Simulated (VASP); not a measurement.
Here is a VASP 6.6.1 calculation.

POSCAR

```
ZnS
1.0
    0.0000000000      2.7046500000      2.7046500000
    2.7046500000      0.0000000000      2.7046500000
    2.7046500000      2.7046500000      0.0000000000
Zn S
1 1
Direct
    0.0831900616      0.0831900616     -0.2008385749
    0.7500000000      0.7500000000      0.7500000000
```

INCAR.step1

```
  PREC = Accurate
  ENCUT = 520
  ISMEAR = 0
  SIGMA = 0.05
  LREAL = False
  LASPH = True
  NELM = 60
  NBANDS = 16
  GGA = PE
  ALGO = Normal
  EDIFF = 1E-4
  LWAVE = True
  LCHARG = False
```

INCAR.step2

```
  PREC = Accurate
  ENCUT = 520
  EDIFF = 1E-6
  ISMEAR = 0
  SIGMA = 0.05
  LREAL = False
  LASPH = True
  NELM = 60
  ALGO = Normal
  ISIF = 2
  LWAVE = False
  LCHARG = True
  METAGGA = R2SCAN
  LMIXTAU = True
  LELF = True
  LVHAR = True
  NBANDS = 16
  ISTART = 1
```

File KPOINTS:

```
regular mesh
0
Gamma
  8 8 8
```

Potentials or basis: VASP PAW PBE potentials, release 64 (Zn, S).

Run with:

```bash
$ cat potpaw_PBE.64/Zn/POTCAR potpaw_PBE.64/S/POTCAR > POTCAR
$ cp INCAR.step1 INCAR
$ mpirun -np 1 vasp_std > vasp.out
$ cp INCAR.step2 INCAR
$ mpirun -np 1 vasp_std > vasp.out
```

Problem. What does it give for the pressure?

Solution. 4.5 GPa.

Problem. What does it give for the band gap on the k mesh?

Solution. 2.75 eV (least direct gap 2.77 eV).

Stress tensor (GPa, compression positive):
```
 5.82 -5.44  0.52
-5.44  5.82  0.52
 0.52  0.52  1.72
```

Caveat: the cell differs from its parent crystal (atom 1 (Zn) moved by (-0.450, +0.450) A along [1 1 0] and z); the cell stands under pressure; the PAW data sets were made with another functional, which shifts forces and pressure a little. A k mesh can miss the band edges.
